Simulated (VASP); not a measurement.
Ba, 2 atoms in the cell. It takes space group P6_3/mmc (No. 194, hexagonal). The conventional cell has a = 4.597 Å, b = 4.597 Å, c = 7.543 Å, α = 90.00°, β = 90.00°, γ = 120.00°. 

```yaml
Program: VASP 6.6.1
Task: single point
Functional: RPBE
Potentials_or_basis: VASP PAW PBE potentials, release 64 (Ba_sv)
Cutoff: 520 eV
k_mesh: 13 × 13 × 7
Occupations: fermi-dirac, width 0.1 eV
Spin: no spin polarisation
Dipole_correction: no
Further_INCAR_settings: ALGO = Normal; EDIFF = 1e-07; NBANDS = 17
```

Potentials or basis: VASP PAW PBE potentials, release 64 (Ba_sv).

Launch:

```console
$ cat potpaw_PBE.64/Ba_sv/POTCAR > POTCAR
$ mpirun -np 1 vasp_std > vasp.out
```

Hardware: 1 thread of Intel(R) Xeon(R) 6975P-C (Granite Rapids) (shared host).

Question: How long does it take, and how much memory?

Answer: Wall time 88 s on 1 thread of Intel(R) Xeon(R) 6975P-C (Granite Rapids), on a shared host, peak memory 0.35 GiB. Counts: scf iterations 14, k points 84.
